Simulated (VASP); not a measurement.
# BiTe (Fm-3m) in VASP: further runs

The runs below take BiTe through single point, with PBE.

All numbers are computed with VASP 6.6.1; they aren't measurements. Logs are shortened: lines on timing, memory, paths and dates and some standing lists are left out, and cuts for length are marked.

## 1. The cell of the first run

Symmetry: Fm-3m, No. 225, cubic system. The conventional cell has a = 6.502 Å, b = 6.502 Å, c = 6.502 Å, α = 90.00°, β = 90.00°, γ = 90.00°. Within 4.3 Å of Bi (site symmetry m-3m) lie 6 Te at 3.25 Å. Te (site symmetry m-3m) has 6 Bi at 3.25 Å within 4.3 Å.

## 2. Single point, PBE

Input file INCAR:

```
SYSTEM = BiTe
PREC = Accurate
ENCUT = 520
EDIFF = 1E-7
ISMEAR = 0
SIGMA = 0.1
LREAL = .FALSE.
LASPH = .TRUE.
NELM = 100
ALGO = Normal
ISIF = 2
LWAVE = .FALSE.
LCHARG = .FALSE.
GGA = PE
NBANDS = 18
```

Input file KPOINTS:

```
Automatic mesh
0
G
  9 9 9
  0 0 0
```

Input file POSCAR:

```
BiTe
1.0
    4.5978826434      0.0000000000      0.0000000000
   -2.2989413217      3.9818831728      0.0000000000
    2.2989413217      1.3272943909      3.7541554579
Bi Te
1 1
Direct
    0.0000000000      0.5000000000      0.5000000000
    0.0000000000      0.0000000000      0.0000000000
```

Potentials or basis: VASP PAW PBE potentials, release 64 (Bi_d, Te).

Command:

```console
cat potpaw_PBE.64/Bi_d/POTCAR potpaw_PBE.64/Te/POTCAR > POTCAR
mpirun -np 1 vasp_std > vasp.out
```

OUTCAR:

```text
SYSTEM = BiTe
   PREC = Accurate
   ENCUT = 520
   EDIFF = 1E-7
   ISMEAR = 0
   LREAL = .FALSE.
   LASPH = .TRUE.
   NELM = 100
   ISIF = 2
   GGA = PE

 ion  position               nearest neighbor table
   1  0.000  0.500  0.500-   2 3.25   2 3.25   2 3.25   2 3.25   2 3.25   2 3.25
   2  0.000  0.000  0.000-   1 3.25   1 3.25   1 3.25   1 3.25   1 3.25   1 3.25

  LATTYP: Found a face centered cubic cell.
 ALAT       =     6.5023879925

  Lattice vectors:

 A1 = (  -4.5978826434,   0.0000000000,   0.0000000000)
 A2 = (  -2.2989413217,   1.3272943909,   3.7541554579)
 A3 = (  -2.2989413217,   3.9818831728,   0.0000000000)

Analysis of symmetry for initial positions (statically):
=====================================================================
 Subroutine PRICEL returns:
 Original cell was already a primitive cell.

 Routine SETGRP: Setting up the symmetry group for a
 face centered cubic supercell.

 Subroutine GETGRP returns: Found 48 space group operations
 (whereof 48 operations were pure point group operations)
 out of a pool of 48 trial point group operations.

The static configuration has the point symmetry O_h .

Analysis of symmetry for dynamics (positions and initial velocities):
=====================================================================
 Subroutine PRICEL returns:
 Original cell was already a primitive cell.

 Routine SETGRP: Setting up the symmetry group for a
 face centered cubic supercell.

 Subroutine GETGRP returns: Found 48 space group operations
 (whereof 48 operations were pure point group operations)
 out of a pool of 48 trial point group operations.

The dynamic configuration has the point symmetry O_h .

 Subroutine INISYM returns: Found 48 space group operations
 (whereof 48 operations are pure point group operations),
 and found     1 'primitive' translations

----------------------------------------------------------------------------------------

                                     Primitive cell

  volume of cell :      68.7319

  direct lattice vectors                    reciprocal lattice vectors
     4.597882643  0.000000000  0.000000000     0.217491415  0.125568727 -0.177580996
    -2.298941322  3.981883173  0.000000000     0.000000000  0.251137453 -0.088790498
     2.298941322  1.327294391  3.754155458     0.000000000  0.000000000  0.266371495

  length of vectors
     4.597882643  4.597882643  4.597882643     0.307579308  0.266371495  0.266371495

  position of ions in fractional coordinates (direct lattice)
     0.000000000  0.500000000  0.500000000
     0.000000000  0.000000000  0.000000000

  ion indices of the primitive-cell ions
   primitive index   ion index
                 1           1
                 2           2

----------------------------------------------------------------------------------------

 KPOINTS: Automatic mesh

Automatic generation of k-mesh.
 Grid dimensions read from file:
 generate k-points for:    9    9    9

 Generating k-lattice:

  Cartesian coordinates                     Fractional coordinates (reciprocal lattice)
     0.024165713  0.013952081 -0.019731222     0.111111111  0.000000000  0.000000000
     0.000000000  0.027904161 -0.009865611     0.000000000  0.111111111  0.000000000
     0.000000000  0.000000000  0.029596833     0.000000000  0.000000000  0.111111111

  Length of vectors
     0.034175479  0.029596833  0.029596833

  Shift w.r.t. Gamma in fractional coordinates (k-lattice)
     0.000000000  0.000000000  0.000000000

 Subroutine IBZKPT returns following result:
 ===========================================

 Found     35 irreducible k-points:

 Following reciprocal coordinates:
            Coordinates               Weight
  0.000000  0.000000  0.000000      1.000000
  0.111111 -0.000000 -0.000000      6.000000
  0.222222 -0.000000 -0.000000      6.000000
  0.333333 -0.000000  0.000000      6.000000
  0.444444 -0.000000 -0.000000      6.000000
  0.000000  0.111111  0.000000      8.000000
[... 16 lines left out ...]
  0.222222  0.444444  0.000000     24.000000
 -0.333333  0.444444  0.000000     24.000000
 [... further k-points ...]
   k-points           NKPTS =     35   k-points in BZ     NKDIM =     35   number of bands    NBANDS=     18
   number of dos      NEDOS =    301   number of ions     NIONS =      2
   total plane-waves  NPLWV =  46656
   dimension x,y,z NGX =    36 NGY =   36 NGZ =   36
   dimension x,y,z NGXF=    72 NGYF=   72 NGZF=   72
   ions per type =               1   1
   NGX,Y,Z   is equivalent  to a cutoff of  13.02, 13.02, 13.02 a.u.
   NGXF,Y,Z  is equivalent  to a cutoff of  26.03, 26.03, 26.03 a.u.
 SYSTEM =  BiTe
   PREC   = accura    normal or accurate (medium, high low for compatibility)
   ISTART =      0    job   : 0-new  1-cont  2-samecut
   ICHARG =      2    charge: 1-file 2-atom 10-const
   ISPIN  =      1    spin polarized calculation?
   LNONCOLLINEAR =      F non collinear calculations
   LSORBIT =      F    spin-orbit coupling
   LASPH  =      T    aspherical Exc in radial PAW
   ENCUT  =  520.0 eV  38.22 Ry    6.18 a.u.   8.55  8.55  8.55*2*pi/ulx,y,z
   NELM   =    100;   NELMIN=  2; NELMDL= -5     # of ELM steps
   EDIFF  = 0.1E-06   stopping-criterion for ELM
   LREAL  =      F    real-space projection
   EDIFFG = 0.1E-05   stopping-criterion for IOM
   NSW    =      0    number of steps for IOM
   IBRION =     -1    ionic relax: 0-MD 1-quasi-New 2-CG
   NFREE  =      0    steps in history (QN), initial steepest desc. (CG)
   ISIF   =      2    stress and relaxation
   ISYM   =      2    0-nonsym 1-usesym 2-fastsym
   POTIM  = 0.5000    time-step for ionic-motion
   TEBEG  =    0.0;   TEEND  =   0.0 temperature during run
   PSTRESS=    0.0 pullay stress
   NELECT =      21.0000    total number of electrons
   NUPDOWN=      -1.0000    fix difference up-down
   EMIN   =  10.00;   EMAX   =-10.00  energy-range for DOS
   EFERMI =   0.00;   METHOD = LEGACY
   ISMEAR =     0;   SIGMA  =   0.10  broadening in eV -4-tet -1-fermi 0-gaus
   EFERMI_NEDOS =   21; number of points for ismear=-14 and -15
   IALGO  =     38    algorithm
   IMIX   =      4    mixing-type and parameters
     AMIX     =   0.40;   BMIX     =  1.00
     AMIX_MAG =   1.60;   BMIX_MAG =  1.00
  volume/ion in A,a.u.               =      34.37       231.91
  Fermi-wavevector in a.u.,A,eV,Ry     =   1.102626  2.083662 16.541758  1.215785
  Thomas-Fermi vector in A             =   2.239072
   LORBIT       =      0    0 simple, 1 ext, 2 COOP (PROOUT), +10 PAW based schemes
   GGA     = PE    functional components
   LHFCALC =     F    Hartree Fock is set to
   AEXX    =    0.0000 exact exchange contribution
   IVDW    =     0    specifies the selected vdW correction
   LEPSILON=     F    determine dielectric tensor
   LRPA    =     F    only Hartree local field effects (RPA)
 non-spin polarized calculation
 Gauss-broadening in eV      SIGMA  =   0.10
  energy-cutoff  :      520.00
  volume of cell :       68.73
 maximum number of plane-waves:      1868
 NGX is ok and might be reduce to    36
   NGX = 17   NGY = 17   NGZ = 17

 number of electron      20.9999996 magnetization

 Free energy of the ion-electron system (eV)
  ---------------------------------------------------
  ext. energy  EPLUGINS =         0.00000000
  ---------------------------------------------------
  free energy    TOTEN  =        -7.17224635 eV

  energy without entropy =       -7.16375076  energy(sigma->0) =       -7.16799856

 E-fermi :   6.4393     XC(G=0):  -9.3678

 val. band max:        6.4241256343   @ k =   0.3333   0.3333   0.1111
 cond. band min:       6.5208303857   @ k =   0.0000   0.3333  -0.0000
 fundamental gap:      0.0967047514
 Fermi energy:         6.4392715449

 k-point     1 :       0.0000    0.0000    0.0000
  band No.  band energies     occupation
      1     -16.6721      2.00000
      2     -16.6721      2.00000
      3     -16.6698      2.00000
      4     -16.6698      2.00000
      5     -16.6698      2.00000
      6      -6.9517      2.00000
[... 10 lines left out ...]
     17      12.5138      0.00000
     18      13.0678      0.00000

 k-point     2 :       0.1111   -0.0000   -0.0000
  band No.  band energies     occupation
      1     -16.6734      2.00000
      2     -16.6716      2.00000
      3     -16.6702      2.00000
      4     -16.6687      2.00000
      5     -16.6687      2.00000
      6      -6.8087      2.00000
[... 10 lines left out ...]
     17      12.8366      0.00000
     18      13.2317      0.00000

 k-point     3 :       0.2222   -0.0000   -0.0000
  band No.  band energies     occupation
      1     -16.6770      2.00000
      2     -16.6711      2.00000
      3     -16.6703      2.00000
      4     -16.6659      2.00000
      5     -16.6659      2.00000
      6      -6.4005      2.00000
[... 10 lines left out ...]
     17      13.2939      0.00000
     18      13.6184      0.00000

 k-point     4 :       0.3333   -0.0000    0.0000
  band No.  band energies     occupation
      1     -16.6815      2.00000
      2     -16.6722      2.00000
      3     -16.6689      2.00000
      4     -16.6626      2.00000
      5     -16.6626      2.00000
      6      -5.8187      2.00000
[... 10 lines left out ...]
     17      15.1320      0.00000
     18      15.1320      0.00000

 k-point     5 :       0.4444   -0.0000   -0.0000
  band No.  band energies     occupation
      1     -16.6846      2.00000
      2     -16.6729      2.00000
      3     -16.6680      2.00000
      4     -16.6604      2.00000
      5     -16.6604      2.00000
      6      -5.3218      2.00000
[... 10 lines left out ...]
     17      16.6818      0.00000
     18      16.8983      0.00000

 k-point     6 :       0.0000    0.1111    0.0000
  band No.  band energies     occupation
      1     -16.6725      2.00000
      2     -16.6725      2.00000
      3     -16.6696      2.00000
      4     -16.6692      2.00000
      5     -16.6692      2.00000
      6      -6.8437      2.00000
[... 10 lines left out ...]
     17      13.2384      0.00000
     18      13.7168      0.00000

 k-point     7 :       0.1111    0.1111    0.0000
  band No.  band energies     occupation
      1     -16.6749      2.00000
      2     -16.6719      2.00000
      3     -16.6701      2.00000
      4     -16.6674      2.00000
      5     -16.6669      2.00000
      6      -6.5626      2.00000
[... 10 lines left out ...]
     17      13.6673      0.00000
     18      13.9772      0.00000

 k-point     8 :       0.2222    0.1111    0.0000
  band No.  band energies     occupation
      1     -16.6789      2.00000
      2     -16.6711      2.00000
      3     -16.6706      2.00000
      4     -16.6644      2.00000
      5     -16.6639      2.00000
      6      -6.0493      2.00000
[... 10 lines left out ...]
     17      14.2730      0.00000
     18      14.5065      0.00000
[... 229 lines left out ...]
     17      15.4088      0.00000
     18      18.2602      0.00000

 k-point    20 :      -0.2222    0.3333    0.0000
  band No.  band energies     occupation
      1     -16.6748      2.00000
      2     -16.6740      2.00000
      3     -16.6688      2.00000
      4     -16.6669      2.00000
      5     -16.6654      2.00000
      6      -6.2825      2.00000
[... 10 lines left out ...]
     17      14.0605      0.00000
     18      16.1456      0.00000

 k-point    21 :       0.0000    0.4444   -0.0000
  band No.  band energies     occupation
      1     -16.6763      2.00000
      2     -16.6763      2.00000
      3     -16.6681      2.00000
      4     -16.6634      2.00000
      5     -16.6634      2.00000
      6      -5.3200      2.00000
[... 10 lines left out ...]
     17      14.8083      0.00000
     18      16.1346      0.00000

 k-point    22 :       0.1111    0.4444    0.0000
  band No.  band energies     occupation
      1     -16.6770      2.00000
      2     -16.6757      2.00000
      3     -16.6676      2.00000
      4     -16.6637      2.00000
      5     -16.6632      2.00000
      6      -5.0405      2.00000
[... 10 lines left out ...]
     17      15.4778      0.00000
     18      16.4987      0.00000

 k-point    23 :       0.2222    0.4444    0.0000
  band No.  band energies     occupation
      1     -16.6774      2.00000
      2     -16.6745      2.00000
      3     -16.6665      2.00000
      4     -16.6648      2.00000
      5     -16.6638      2.00000
      6      -5.2694      2.00000
[... 10 lines left out ...]
     17      15.1825      0.00000
     18      16.8285      0.00000

 k-point    24 :      -0.3333    0.4444    0.0000
  band No.  band energies     occupation
      1     -16.6757      2.00000
      2     -16.6757      2.00000
      3     -16.6679      2.00000
      4     -16.6647      2.00000
      5     -16.6640      2.00000
      6      -5.7128      2.00000
[... 10 lines left out ...]
     17      14.9592      0.00000
     18      15.8877      0.00000

 [... further k-points ...]

------------------------ aborting loop because EDIFF is reached ----------------------------------------

  FORCE on cell =-STRESS in cart. coord.  units (eV):
  Direction    XX          YY          ZZ          XY          YZ          ZX
  --------------------------------------------------------------------------------------
  -------------------------------------------------------------------------------------
  Total       -0.0150659     -0.0150659     -0.0150659     -0.0000000      0.0000000      0.0000000
  in kB       -0.3511948     -0.3511948     -0.3511948     -0.0000000      0.0000000      0.0000000
  external PRESSURE =      -0.3511948 kB  Pullay stress =       0.0000000 kB

 VOLUME and BASIS-vectors are now :
 -----------------------------------------------------------------------------
  energy-cutoff  :      520.00
  volume of cell :       68.73
      direct lattice vectors                 reciprocal lattice vectors
     4.597882643  0.000000000  0.000000000     0.217491415  0.125568727 -0.177580996
    -2.298941322  3.981883173  0.000000000     0.000000000  0.251137453 -0.088790498
     2.298941322  1.327294391  3.754155458     0.000000000  0.000000000  0.266371495

 POSITION                                       TOTAL-FORCE (eV/Angst)
 -----------------------------------------------------------------------------------
      0.00000      2.65459      1.87708         0.000000      0.000000      0.000000
      0.00000      0.00000      0.00000        -0.000000     -0.000000      0.000000
 -----------------------------------------------------------------------------------
    total drift:                                0.000000      0.000000      0.000000

  FREE ENERGIE OF THE ION-ELECTRON SYSTEM (eV)
  ---------------------------------------------------
  free  energy   TOTEN  =        -7.1722463541 eV

  energy  without entropy=       -7.1637507569  energy(sigma->0) =       -7.16799856
```

It took 33 s on 1 thread of Intel Xeon Platinum 8259CL at 2.50GHz (Skylake/Cascade Lake), shared host; peak memory 0.22 GiB.

What came out:

```yaml
Free_energy: -7.1722 eV
Pressure: 0.0 GPa
```

Levels at points of the mesh, in eV from the Fermi level:
```tsv
k point	band 6	band 7	band 8	band 9	band 10	band 11	band 12	band 13	band 14	band 15
(0.00, 0.00, 0.00)	-13.39	-8.15	-2.48	-2.48	-2.48	2.15	2.15	2.15	4.72	4.72
```

Caveat: spin-orbit coupling is left out, which moves the levels of the heavy elements.

## 3. Single point, PBE

Input file INCAR:

```
SYSTEM = BiTe
ALGO = Normal
EDIFF = 1E-7
ENCUT = 520
GGA = PE
ISIF = 2
ISMEAR = 0
LASPH = .TRUE.
LCHARG = .FALSE.
LREAL = .FALSE.
LWAVE = .FALSE.
NBANDS = 18
NELM = 80
PREC = Accurate
SIGMA = 0.1
```

Input file KPOINTS:

```
k-points
0
G
  12 12 12
  0 0 0
```

Input file POSCAR:

```
BiTe
1.0
    0.0000000000      3.2511939963      3.2511939963
    3.2511939963      0.0000000000      3.2511939963
    3.2511939963      3.2511939963      0.0000000000
Bi Te
1 1
Direct
    0.5000000000      0.5000000000      0.5000000000
    0.0000000000      0.0000000000      0.0000000000
```

Potentials or basis: VASP PAW PBE potentials, release 64 (Bi_d, Te).

Command:

```console
cat potpaw_PBE.64/Bi_d/POTCAR potpaw_PBE.64/Te/POTCAR > POTCAR
mpirun -np 1 vasp_std > vasp.out
```

Wall time 60 s (1 thread of Intel Xeon Platinum 8259CL at 2.50GHz (Skylake/Cascade Lake), shared host); peak memory 0.26 GiB.

Results (log left out):

| Item | Value |
| --- | --- |
| Free energy | -7.1794 eV |
| Pressure | -0.1 GPa |

Levels at points of the mesh, in eV from the Fermi level:
```csv
k point,band 6,band 7,band 8,band 9,band 10,band 11,band 12,band 13,band 14,band 15
"(0.00, 0.00, 0.00)",-13.41,-8.18,-2.50,-2.50,-2.50,2.13,2.13,2.13,4.70,4.70
"(0.50, 0.00, 0.00)",-11.50,-11.19,-1.88,-1.88,-1.60,-0.80,-0.59,-0.59,7.30,7.74
"(0.50, 0.50, 0.00)",-11.70,-9.94,-5.55,-3.94,-3.94,2.31,3.53,3.53,4.86,8.63
```

Caveat: spin-orbit coupling is left out, which moves the levels of the heavy elements.
